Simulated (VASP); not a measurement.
The system is Co.

```xyz
4
Lattice="2.4706 0.0000 0.0000 -1.2353 2.1396 0.0000 0.0000 0.0000 8.0882" Properties=species:S:1:pos:R:3 pbc="T T T"
Co    0.0000    0.0000    0.0000
Co    0.0000    0.0000    4.0441
Co    0.0000    1.4264    2.0221
Co    1.2353    0.7132    6.0662
```

Base run:

* Program: VASP 6.6.1
* Functional: PBE
* Potentials or basis: VASP PAW PBE potentials, release 64 (Co)
* Cutoff: 600 eV
* k mesh: 9 × 9 × 3
* Occupations: fermi-dirac, width 0.1 eV
* Spin: collinear spin, ferromagnetic start
* Starting moments: [3.2, 3.2, 3.2, 3.2] μB

Its results: pressure 2.5 GPa; net moment 6.24 μB per cell; site moments Co +1.57, +1.59 (each value once) μB.

Task: The run is repeated on the same cell with these changes: k mesh from 9 × 9 × 3 to 8 × 8 × 2. What comes out?

Result: Pressure 3.5 GPa; net moment 6.44 μB per cell; site moments Co +1.62, +1.63 (each value once) μB.

Caveats: some runs use coarse meshes.
